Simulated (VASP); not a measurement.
Input of a VASP 6.6.1 run:

Contents of INCAR:

```
SYSTEM = Nb
PREC = Accurate ; ENCUT = 520
EDIFF = 1E-6 ; ISMEAR = -1
SIGMA = 0.08 ; LREAL = .False.
LASPH = .True. ; NELM = 60
ALGO = Normal ; ISIF = 2
LWAVE = .False. ; LCHARG = .True.
GGA = PE ; LELF = .True.
LVHAR = .True. ; NBANDS = 20
```

File KPOINTS:

```
regular mesh
0
Gamma
  13 13 8
  0 0 0
```

Contents of POSCAR:

```
Nb
1.0
   -1.6558069311      1.6558069311      1.6558069311
    1.6558069311     -1.6558069311      1.6558069311
    3.3116138622      3.3116138622      0.0000000000
Nb
2
Direct
    0.0000000000      0.0000000000      0.0000000000
    0.5000000000      0.5000000000      0.5000000000
```

Potentials or basis: VASP PAW PBE potentials, release 64 (Nb_sv).

Launch:

```console
$ cat potpaw_PBE.64/Nb_sv/POTCAR > POTCAR
$ mpirun -np 1 vasp_std > vasp.out
```

Task: Estimate the pressure.

Result: -0.6 GPa.

Task: Estimate the band gap on the k mesh.

Result: Zero (bands 13 and 14 overlap by 3.24 eV).
